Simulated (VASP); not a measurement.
**Sb: single point with B3LYP5**

Sb:

```
Sb
1.0
     2.19645    1.26812    3.83170
    -2.19645    1.26812    3.83170
     0.00000   -2.53624    3.83170
Sb
2
Direct
  0.76651 0.76651 0.76651
  0.23349 0.23349 0.23349
```

```json
{"Program": "VASP 6.6.1", "Task": "single point", "Functional": "B3LYP5", "Potentials or basis": "VASP PAW PBE potentials, release 64 (Sb_d_GW)", "Cutoff": "400 eV", "k mesh": "4 × 4 × 4", "Occupations": "fermi-dirac, width 0.05 eV", "Spin": "no spin polarisation"}
```

The pressure is 0.9 GPa. The largest force is 0.626 eV/Å and the band gap on the k mesh is 0.86 eV (least direct gap 0.91 eV).

Forces in eV/Å, atoms in the order of the input:
```
Sb   0.000  0.000  0.626
Sb   0.000  0.000 -0.626
```

Levels at points of the mesh, in eV from the valence-band top:
| k point | band 13 | band 14 | band 15 | band 16 | band 17 | band 18 |
| --- | --- | --- | --- | --- | --- | --- |
| (0.00, 0.00, 0.00) | -1.89 | -1.63 | -1.63 | 3.26 | 3.83 | 3.83 |
| (0.50, 0.00, 0.00) | -1.72 | -1.62 | -0.05 | 0.86 | 1.32 | 1.58 |
| (0.50, 0.50, 0.00) | -5.31 | -3.58 | -3.47 | 3.07 | 5.97 | 6.66 |
| (0.50, 0.50, 0.50) | -1.08 | -1.08 | 0.00 | 1.18 | 1.18 | 1.93 |

Run time: 20 min on 1 thread of Intel(R) Xeon(R) Platinum 8488C (Sapphire Rapids), with other jobs on the host, peak memory 0.19 GiB.

Caveat: the k points lie up to 0.43 Å⁻¹ apart; the PAW data sets were made with another functional, which shifts forces and pressure a little; spin-orbit coupling is left out, which moves the levels of the heavy elements. A k mesh can miss the band edges.
